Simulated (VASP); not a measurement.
The system is TePb.

```
CELL_PARAMETERS angstrom
0.00000 3.23100 3.23100
3.23100 0.00000 3.23100
3.23100 3.23100 0.00000
ATOMIC_POSITIONS crystal
Pb 0.00000 0.00000 0.00000
Te 0.50000 0.50000 0.50000
```

* Program: VASP 6.6.1
* Task: relaxation of cell and atoms
* Functional: PBEsol
* Dispersion: D3(BJ)
* Potentials or basis: VASP PAW PBE potentials, release 64 (Pb_d, Te)
* Cutoff: 600 eV
* k mesh: 7 × 7 × 7
* Occupations: fermi-dirac, width 0.05 eV
* Spin: no spin polarisation

At the start: pressure -2.3 GPa; volume 33.73 Å³/atom.

Q: How do energy, volume and symmetry change on relaxing?

A: Over 3 steps the energy falls by 13.2 meV/atom and the volume is 32.00 Å³/atom (-5.1 %); space group Fm-3m (No. 225, to 0.05 Å).

Step by step:
```tsv
step	energy change (eV)	largest force (eV/Å)	pressure (GPa)	volume (Å³)
1	0.0000	0.0000	-2.34	67.46
2	-0.0225	0.0000	1.04	62.77
3	-0.0264	0.0000	0.00	64.01
```

Final structure:
```xyz
2
Lattice="0.0000 3.1749 3.1749 3.1749 0.0000 3.1749 3.1749 3.1749 0.0000" Properties=species:S:1:pos:R:3 pbc="T T T"
Pb    0.0000    0.0000    0.0000
Te    3.1749    3.1749    3.1749
```

Caveat: the PAW data sets were made with another functional, which shifts forces and pressure a little.
